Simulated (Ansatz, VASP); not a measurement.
**Two plane-wave programs on TaAgS2**

```
Ta Ag S
1.0
     3.44540    0.00000    0.00000
     0.00000    3.44540    0.00000
     0.00000    0.00000    7.20454
Ta Ag S
1 1 2
Direct
  0.00000 0.00000 0.00000
  0.50000 0.50000 0.50000
  0.50000 0.00000 0.77297
  0.00000 0.50000 0.22703
```

Change from the starting cell: ordered mixture with vacancies on the cation sites of antifluorite (P-4m2, No. 115).

Alike in both runs: functional PBE; k mesh 4 × 4 × 4; occupations gaussian, width 0.1 eV; no spin polarisation.

Ansatz relaxed the structure, and its values are those at the end. VASP's run is a single point on that final structure, the one shown.

```csv
,VASP,Ansatz
version,VASP 6.6.1,Ansatz 0.2.0
potentials or method,"VASP PAW PBE potentials, release 64 (Ta_pv, Ag, S), cutoff 520 eV","scalar-relativistic, plane waves, PAW"
valence electrons in the cell,34,44
```

|  | VASP | Ansatz | Ansatz less VASP |
| --- | --- | --- | --- |
| gap on the k mesh at the Fermi level (eV) | none | none | - |
| pressure (GPa) | 0.0 | 0.0 | -0.01 |
| rms of the force components (eV/Å) | 0.006 | 0.000 | -0.0056 |

A gap of «none» marks a metal or a gap that the smearing closes. With one functional, cell and mesh, what is left measures potentials, basis and numerics. VASP's potentials hold 34 valence electrons a cell and Ansatz's 44, so a difference there can come from the potentials and not from the codes.

The k mesh is coarse, so the values compare programs but aren't converged. Spin-orbit coupling is off throughout.
